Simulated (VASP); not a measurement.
# Cu (R-3m) in VASP: a series of runs

Runs on Cu. Level: PBEsol. Tasks: electric field gradients.

Everything below comes from runs of VASP 6.6.1. Logs are shortened: lines on timing, memory, paths and dates and some standing lists are left out, and cuts for length are marked.

### Step 1. The cell of the first run

The structure is trigonal, space group R-3m (No. 166). Conventional cell: a = 2.595 Å, b = 2.595 Å, c = 6.074 Å, α = 90.00°, β = 90.00°, γ = 120.00°. Within 3.3 Å of Cu (site symmetry -3m) lie 12 Cu at 2.52 to 2.59 Å.

### Step 2. Electric field gradients, PBEsol (equal xy, yz and zx shear strains of -3 %)

INCAR reads:

```
SYSTEM = Cu
PREC     = Accurate       ! precision mode
ENCUT    = 520            ! plane-wave cutoff, eV
EDIFF    = 1E-8           ! SCF threshold, eV
ISMEAR   = -1             ! smearing method
SIGMA    = 0.08           ! smearing width, eV
LREAL    = .False.        ! projectors in reciprocal space
LASPH    = .True.         ! aspherical terms in the spheres
NELM     = 100            ! most SCF steps
ALGO     = Normal         ! electronic algorithm
ISIF     = 2              ! what is computed and relaxed
LWAVE    = .False.        ! write WAVECAR
LCHARG   = .False.        ! write CHGCAR
GGA      = PS             ! functional
LEFG     = .True.       
NBANDS   = 12             ! bands
```

KPOINTS reads:

```
regular mesh
0
Gamma
  19 19 19
  0 0 0
```

POSCAR reads:

```
Cu
1.0
   -0.0542250000      1.7803875000      1.7803875000
    1.7803875000     -0.0542250000      1.7803875000
    1.7803875000      1.7803875000     -0.0542250000
Cu
1
Direct
    0.0000000000      0.0000000000      0.0000000000
```

Potentials or basis: VASP PAW PBE potentials, release 64 (Cu).

Command:

```console
$ cat potpaw_PBE.64/Cu/POTCAR > POTCAR
$ mpirun -np 1 vasp_std > vasp.out
```

OUTCAR:

```text
SYSTEM = Cu
   PREC = Accurate
   ENCUT = 520
   EDIFF = 1E-8
   ISMEAR = -1
   LREAL = .False.
   LASPH = .True.
   NELM = 100
   ISIF = 2
   GGA = PS

 ion  position               nearest neighbor table
   1  0.000  0.000  0.000-

  LATTYP: Found a trigonal (rhomboedric) cell.
 ALAT       =     2.5184319826
 COS(alpha) =     0.4693254694

  Lattice vectors:

 A1 = (  -0.0542250000,   1.7803875000,   1.7803875000)
 A2 = (   1.7803875000,  -0.0542250000,   1.7803875000)
 A3 = (   1.7803875000,   1.7803875000,  -0.0542250000)

Analysis of symmetry for initial positions (statically):
=====================================================================
 Subroutine PRICEL returns:
 Original cell was already a primitive cell.

 Routine SETGRP: Setting up the symmetry group for a
 trigonal (rhombohedral) supercell.

 Subroutine GETGRP returns: Found 12 space group operations
 (whereof 12 operations were pure point group operations)
 out of a pool of 12 trial point group operations.

The static configuration has the point symmetry D_3d.

Analysis of symmetry for dynamics (positions and initial velocities):
=====================================================================
 Subroutine PRICEL returns:
 Original cell was already a primitive cell.

 Routine SETGRP: Setting up the symmetry group for a
 trigonal (rhombohedral) supercell.

 Subroutine GETGRP returns: Found 12 space group operations
 (whereof 12 operations were pure point group operations)
 out of a pool of 12 trial point group operations.

The dynamic configuration has the point symmetry D_3d.

 Subroutine INISYM returns: Found 12 space group operations
 (whereof 12 operations are pure point group operations),
 and found     1 'primitive' translations

----------------------------------------------------------------------------------------

                                     Primitive cell

  volume of cell :      11.8024

  direct lattice vectors                    reciprocal lattice vectors
    -0.054225000  1.780387500  1.780387500    -0.268322625  0.276751608  0.276751608
     1.780387500 -0.054225000  1.780387500     0.276751608 -0.268322625  0.276751608
     1.780387500  1.780387500 -0.054225000     0.276751608  0.276751608 -0.268322625

  length of vectors
     2.518431983  2.518431983  2.518431983     0.474531280  0.474531280  0.474531280

  position of ions in fractional coordinates (direct lattice)
     0.000000000  0.000000000  0.000000000

  ion indices of the primitive-cell ions
   primitive index   ion index
                 1           1

----------------------------------------------------------------------------------------

 KPOINTS: regular mesh

Automatic generation of k-mesh.
 Grid dimensions read from file:
 generate k-points for:   19   19   19

 Generating k-lattice:

  Cartesian coordinates                     Fractional coordinates (reciprocal lattice)
    -0.014122243  0.014565874  0.014565874     0.052631579  0.000000000 -0.000000000
     0.014565874 -0.014122243  0.014565874     0.000000000  0.052631579 -0.000000000
     0.014565874  0.014565874 -0.014122243     0.000000000  0.000000000  0.052631579

  Length of vectors
     0.024975331  0.024975331  0.024975331

  Shift w.r.t. Gamma in fractional coordinates (k-lattice)
     0.000000000  0.000000000  0.000000000

 Subroutine IBZKPT returns following result:
 ===========================================

 Found    670 irreducible k-points:

 Following reciprocal coordinates:
            Coordinates               Weight
  0.000000  0.000000  0.000000      1.000000
  0.052632  0.000000  0.000000      6.000000
  0.105263  0.000000  0.000000      6.000000
  0.157895  0.000000  0.000000      6.000000
  0.210526 -0.000000 -0.000000      6.000000
  0.263158  0.000000 -0.000000      6.000000
[... 16 lines left out ...]
 -0.315789  0.052632  0.000000     12.000000
 -0.263158  0.052632  0.000000     12.000000
 [... further k-points ...]
   k-points           NKPTS =    670   k-points in BZ     NKDIM =    670   number of bands    NBANDS=     12
   number of dos      NEDOS =    301   number of ions     NIONS =      1
   total plane-waves  NPLWV =   8000
   dimension x,y,z NGX =    20 NGY =   20 NGZ =   20
   dimension x,y,z NGXF=    40 NGYF=   40 NGZF=   40
   ions per type =               1
   NGX,Y,Z   is equivalent  to a cutoff of  13.20, 13.20, 13.20 a.u.
   NGXF,Y,Z  is equivalent  to a cutoff of  26.40, 26.40, 26.40 a.u.
 SYSTEM =  Cu
   PREC   = accura    normal or accurate (medium, high low for compatibility)
   ISTART =      0    job   : 0-new  1-cont  2-samecut
   ICHARG =      2    charge: 1-file 2-atom 10-const
   ISPIN  =      1    spin polarized calculation?
   LNONCOLLINEAR =      F non collinear calculations
   LSORBIT =      F    spin-orbit coupling
   LASPH  =      T    aspherical Exc in radial PAW
   ENCUT  =  520.0 eV  38.22 Ry    6.18 a.u.   4.68  4.68  4.68*2*pi/ulx,y,z
   NELM   =    100;   NELMIN=  2; NELMDL= -5     # of ELM steps
   EDIFF  = 0.1E-07   stopping-criterion for ELM
   LREAL  =      F    real-space projection
   EDIFFG = 0.1E-06   stopping-criterion for IOM
   NSW    =      0    number of steps for IOM
   IBRION =     -1    ionic relax: 0-MD 1-quasi-New 2-CG
   NFREE  =      0    steps in history (QN), initial steepest desc. (CG)
   ISIF   =      2    stress and relaxation
   ISYM   =      2    0-nonsym 1-usesym 2-fastsym
   POTIM  = 0.5000    time-step for ionic-motion
   TEBEG  =    0.0;   TEEND  =   0.0 temperature during run
   PSTRESS=    0.0 pullay stress
   NELECT =      11.0000    total number of electrons
   NUPDOWN=      -1.0000    fix difference up-down
   EMIN   =  10.00;   EMAX   =-10.00  energy-range for DOS
   EFERMI =   0.00;   METHOD = LEGACY
   ISMEAR =    -1;   SIGMA  =   0.08  broadening in eV -4-tet -1-fermi 0-gaus
   EFERMI_NEDOS =   21; number of points for ismear=-14 and -15
   IALGO  =     38    algorithm
   IMIX   =      4    mixing-type and parameters
     AMIX     =   0.40;   BMIX     =  1.00
     AMIX_MAG =   1.60;   BMIX_MAG =  1.00
  volume/ion in A,a.u.               =      11.80        79.65
  Fermi-wavevector in a.u.,A,eV,Ry     =   1.599126  3.021911 34.792893  2.557206
  Thomas-Fermi vector in A             =   2.696468
   LORBIT       =      0    0 simple, 1 ext, 2 COOP (PROOUT), +10 PAW based schemes
   GGA     = PS    functional components
   LHFCALC =     F    Hartree Fock is set to
   AEXX    =    0.0000 exact exchange contribution
   IVDW    =     0    specifies the selected vdW correction
   LEPSILON=     F    determine dielectric tensor
   LRPA    =     F    only Hartree local field effects (RPA)
 non-spin polarized calculation
  energy-cutoff  :      520.00
  volume of cell :       11.80
 maximum number of plane-waves:       325
   NGX =  9   NGY =  9   NGZ =  9

 number of electron      10.9999991 magnetization

 Free energy of the ion-electron system (eV)
  ---------------------------------------------------
  ext. energy  EPLUGINS =         0.00000000
  ---------------------------------------------------
  free energy    TOTEN  =        -4.29580111 eV

  energy without entropy =       -4.28921003  energy(sigma->0) =       -4.29250557

 E-fermi :   7.4249     XC(G=0): -12.9108

 val. band max:        7.4200400569   @ k =  -0.3158  -0.4211   0.0526
 cond. band min:       7.4383007569   @ k =  -0.4737   0.1053  -0.0000
 fundamental gap:      0.0182607000
 Fermi energy:         7.4249213211

 k-point     1 :       0.0000    0.0000    0.0000
  band No.  band energies     occupation
      1      -1.9849      2.00000
      2       4.2815      2.00000
      3       4.2815      2.00000
      4       4.5353      2.00000
      5       5.2224      2.00000
      6       5.2224      2.00000
      7      29.7643      0.00000
      8      31.8940      0.00000
      9      31.8940      0.00000
     10      34.3913      0.00000
     11      34.4939      0.00000
     12      34.4939      0.00000

 k-point     2 :       0.0526    0.0000    0.0000
  band No.  band energies     occupation
      1      -1.8860      2.00000
      2       4.2687      2.00000
      3       4.2960      2.00000
      4       4.5479      2.00000
      5       5.2160      2.00000
      6       5.2162      2.00000
      7      29.0443      0.00000
      8      30.8658      0.00000
      9      31.6208      0.00000
     10      33.8711      0.00000
     11      34.9133      0.00000
     12      35.7196      0.00000

 k-point     3 :       0.1053    0.0000    0.0000
  band No.  band energies     occupation
      1      -1.5921      2.00000
      2       4.2266      2.00000
      3       4.3335      2.00000
      4       4.5879      2.00000
      5       5.2032      2.00000
      6       5.2040      2.00000
      7      26.7122      0.00000
      8      30.4054      0.00000
      9      31.0860      0.00000
     10      33.2199      0.00000
     11      35.8598      0.00000
     12      36.4723      0.00000
[... 286 lines left out ...]
 k-point    23 :      -0.3158    0.0526    0.0000
  band No.  band energies     occupation
      1       1.3897      2.00000
      2       4.2507      2.00000
      3       4.3160      2.00000
      4       4.6135      2.00000
      5       5.4435      2.00000
      6       5.6621      2.00000
      7      15.7881      0.00000
      8      26.8529      0.00000
      9      30.0523      0.00000
     10      31.9352      0.00000
     11      33.4432      0.00000
     12      35.3105      0.00000

 k-point    24 :      -0.2632    0.0526    0.0000
  band No.  band energies     occupation
      1       0.6271      2.00000
      2       4.0700      2.00000
      3       4.3691      2.00000
      4       4.6627      2.00000
      5       5.2947      2.00000
      6       5.5087      2.00000
      7      18.1182      0.00000
      8      26.9787      0.00000
      9      30.5748      0.00000
     10      32.6897      0.00000
     11      34.1751      0.00000
     12      35.6525      0.00000

 [... further k-points ...]
[... 5 lines left out ...]
  --------------------------------------------------------------------------------------
  -------------------------------------------------------------------------------------
  Total       -0.3974380     -0.3974380     -0.3974380      0.1516257      0.1516257      0.1516257
  in kB      -53.9524527    -53.9524527    -53.9524527     20.5832782     20.5832782     20.5832782
  external PRESSURE =     -53.9524527 kB  Pullay stress =       0.0000000 kB

 VOLUME and BASIS-vectors are now :
 -----------------------------------------------------------------------------
  energy-cutoff  :      520.00
  volume of cell :       11.80
      direct lattice vectors                 reciprocal lattice vectors
    -0.054225000  1.780387500  1.780387500    -0.268322625  0.276751608  0.276751608
     1.780387500 -0.054225000  1.780387500     0.276751608 -0.268322625  0.276751608
     1.780387500  1.780387500 -0.054225000     0.276751608  0.276751608 -0.268322625

 POSITION                                       TOTAL-FORCE (eV/Angst)
 -----------------------------------------------------------------------------------
      0.00000      0.00000      0.00000         0.000000     -0.000000      0.000000
 -----------------------------------------------------------------------------------
    total drift:                               -0.000000     -0.000000     -0.000000

  FREE ENERGIE OF THE ION-ELECTRON SYSTEM (eV)
  ---------------------------------------------------
  free  energy   TOTEN  =        -4.2958011138 eV

  energy  without entropy=       -4.2892100307  energy(sigma->0) =       -4.29250557

 Electric field gradients (V/A^2)
---------------------------------------------------------------------
 ion       V_xx      V_yy      V_zz      V_xy      V_xz      V_yz
---------------------------------------------------------------------
   1      -0.000    -0.000    -0.000    -0.918    -0.918    -0.918
---------------------------------------------------------------------

 Electric field gradients after diagonalization (V/A^2)
 (convention: |V_zz| > |V_xx| > |V_yy|)
----------------------------------------------------------------------
 ion       V_xx      V_yy      V_zz     asymmetry (V_yy - V_xx)/ V_zz
----------------------------------------------------------------------
   1       0.918     0.918    -1.837       0.000
----------------------------------------------------------------------

           NMR quadrupolar parameters

 Cq : quadrupolar parameter    Cq=e*Q*V_zz/h
 eta: asymmetry parameters     (V_yy - V_xx)/ V_zz
 Q  : nuclear electric quadrupole moment in mb (millibarn)
----------------------------------------------------------------------
 ion       Cq(MHz)       eta       Q (mb)
----------------------------------------------------------------------
   1      -0.004       0.000       1.000
----------------------------------------------------------------------
```

It took 2 min on 1 thread of AMD EPYC 7R43 (Zen 3), shared host; peak memory 0.16 GiB.

Results:

```yaml
Free_energy: -4.2958 eV
Pressure: -5.4 GPa
```

Stress tensor (GPa, compression positive):
```
-5.40  2.06  2.06
 2.06 -5.40  2.06
 2.06  2.06 -5.40
```

Levels at points of the mesh, in eV from the Fermi level:
| k point | band 2 | band 3 | band 4 | band 5 | band 6 | band 7 | band 8 | band 9 | band 10 | band 11 |
| --- | --- | --- | --- | --- | --- | --- | --- | --- | --- | --- |
| (0.00, 0.00, 0.00) | -3.14 | -3.14 | -2.89 | -2.20 | -2.20 | 22.34 | 24.47 | 24.47 | 26.97 | 27.07 |

Electric field gradients, principal values (V/Å²):
| atom | least | middle | greatest (by size) |
| --- | --- | --- | --- |
| 1 Cu | 0.918 | 0.918 | -1.837 |

Caveat: the cell differs from its parent crystal (equal xy, yz and zx shear strains of -3 %); without QUAD_EFG the Cq values of the log hold for a quadrupole moment of 1 mb, not for the nuclei; the PAW data sets were made with another functional, which shifts forces and pressure a little.

(Continued in part 2 of 2.)
